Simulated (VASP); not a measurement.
**ZnS: single point with r2SCAN**

**Experimental background.**

“Electronic, vibrational, and thermodynamic properties of ZnS (zincblende and rocksalt structure)”, 2009, arxiv:0911.5022 quotes, for a bulk crystal of ZnS at 19 K: band gap 3.85 eV (direct).

ZnS:

```
Zn S
1.0
     0.00000    2.70465    2.70465
     2.70465    0.00000    2.70465
     2.70465    2.70465    0.00000
Zn S
1 1
Cartesian
  0.0000 0.0000 0.0000
  4.0570 4.0570 4.0570
```

| Quantity | Value |
| --- | --- |
| Program | VASP 6.6.1 |
| Task | single point |
| Functional | r2SCAN |
| Potentials or basis | VASP PAW PBE potentials, release 64 (Zn, S) |
| Cutoff | 550 eV |
| k mesh | 6 × 6 × 6 |
| Occupations | gaussian, width 0.1 eV |
| Spin | no spin polarisation |
| Dipole correction | no |
| Further INCAR settings | ALGO = Normal; EDIFF = 1e-06; NBANDS = 16 |

```json
{
 "Pressure": "-0.8 GPa",
 "Band gap on the k mesh": "2.66 eV, direct"
}
```

Levels at points of the mesh, in eV from the valence-band top:
```tsv
k point	band 6	band 7	band 8	band 9	band 10	band 11	band 12	band 13
(0.00, 0.00, 0.00)	-5.95	0.00	0.00	0.00	2.66	6.90	6.90	6.90
(0.50, 0.00, 0.00)	-5.75	-5.38	-0.88	-0.88	3.81	7.39	7.39	9.40
(0.50, 0.50, 0.00)	-5.73	-4.60	-2.27	-2.27	3.73	4.48	11.74	12.80
```

Wall time 44 s on 1 thread of Intel Xeon 6975P-C, with other jobs on the host, peak memory 0.17 GiB.

Against the measured gap of ZnS, 3.85 eV (direct; 19 K; quoted in “Electronic, vibrational, and thermodynamic properties of ZnS (zincblende and rocksalt structure)”, 2009, arxiv:0911.5022), the calculated 2.66 eV is off by -1.19 eV. The value is that of r2SCAN, without temperature or zero-point motion.

Caveat: the PAW data sets were made with another functional, which shifts forces and pressure a little.
